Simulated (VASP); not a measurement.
A run of VASP 6.6.1 is set up as follows.

File INCAR:

```
SYSTEM = KRb2
PREC = Accurate
ENCUT = 520
EDIFF = 1E-6
ISMEAR = 0
SIGMA = 0.1
LREAL = .FALSE.
LASPH = .TRUE.
NELM = 80
ALGO = Normal
ISIF = 2
LWAVE = .FALSE.
LCHARG = .FALSE.
GGA = PE
NBANDS = 20
```

Contents of KPOINTS:

```
regular mesh
0
G
  4 4 4
  0 0 0
```

File POSCAR:

```
KRb2
1.0
    0.0000000000      3.9025634400      3.9025634400
    3.9025634400      0.0000000000      3.9025634400
    3.9025634400      3.9025634400      0.0000000000
K Rb
1 2
Direct
    0.0000000000      0.0000000000      0.0000000000
    0.7500000000      0.7500000000      0.7500000000
    0.2500000000      0.2500000000      0.2500000000
```

Potentials or basis: VASP PAW PBE potentials, release 64 (K_sv, Rb_sv).

Command:

```sh
$ cat potpaw_PBE.64/K_sv/POTCAR potpaw_PBE.64/Rb_sv/POTCAR > POTCAR
$ mpirun -np 1 vasp_std > vasp.out
```

Predict the band gap on the k mesh.

zero (an odd number of electrons rules out a gap without spin polarisation).

Predict the pressure.

8.7 GPa.

Caveat: the cell stands under pressure.
